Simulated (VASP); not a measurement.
A run of VASP 6.6.1 is set up as follows.

Contents of POSCAR:

```
LaB6
1.0
    4.1523441329      0.0000000000      0.0000000000
    0.0000000000      4.1523441329      0.0000000000
    0.0000000000      0.0000000000      4.1523441329
La B
1 6
Direct
    0.0000000000      0.0000000000      0.0000000000
    0.2000751123      0.5000000000      0.5000000000
    0.7999248877      0.5000000000      0.5000000000
    0.5000000000      0.5000000000      0.2000751123
    0.5000000000      0.5000000000      0.7999248877
    0.5000000000      0.2000751123      0.5000000000
    0.5000000000      0.7999248877      0.5000000000
```

File INCAR.step1:

```
  PREC = Accurate
  ENCUT = 520
  ISMEAR = 0
  SIGMA = 0.05
  LREAL = F
  LASPH = T
  NELM = 80
  NBANDS = 24
  GGA = PE
  ALGO = Normal
  EDIFF = 1E-4
  LWAVE = T
  LCHARG = F
```

The input INCAR.step2:

```
  PREC = Accurate
  ENCUT = 520
  EDIFF = 1E-6
  ISMEAR = 0
  SIGMA = 0.05
  LREAL = F
  LASPH = T
  NELM = 80
  ALGO = Normal
  ISIF = 2
  LWAVE = F
  LCHARG = F
  METAGGA = R2SCAN
  LMIXTAU = T
  NBANDS = 24
  ISTART = 1
```

Contents of KPOINTS:

```
regular mesh
0
Gamma
  8 8 8
```

Potentials or basis: VASP PAW PBE potentials, release 64 (La, B).

The run is started by

```console
$ cat potpaw_PBE.64/La/POTCAR potpaw_PBE.64/B/POTCAR > POTCAR
$ cp INCAR.step1 INCAR
$ mpirun -np 1 vasp_std > vasp.out
$ cp INCAR.step2 INCAR
$ mpirun -np 1 vasp_std > vasp.out
```

Question: Estimate the largest force.

Answer: 0.027 eV/Å.

Question: Predict the pressure.

Answer: 0.0 GPa.

Forces on the atoms (eV/Å):
```
La   0.000  0.000  0.000
B   -0.027  0.000  0.000
B    0.027  0.000  0.000
B    0.000  0.000 -0.027
B    0.000  0.000  0.027
B    0.000 -0.027  0.000
B    0.000  0.027  0.000
```

Caveat: the PAW data sets were made with another functional, which shifts forces and pressure a little.
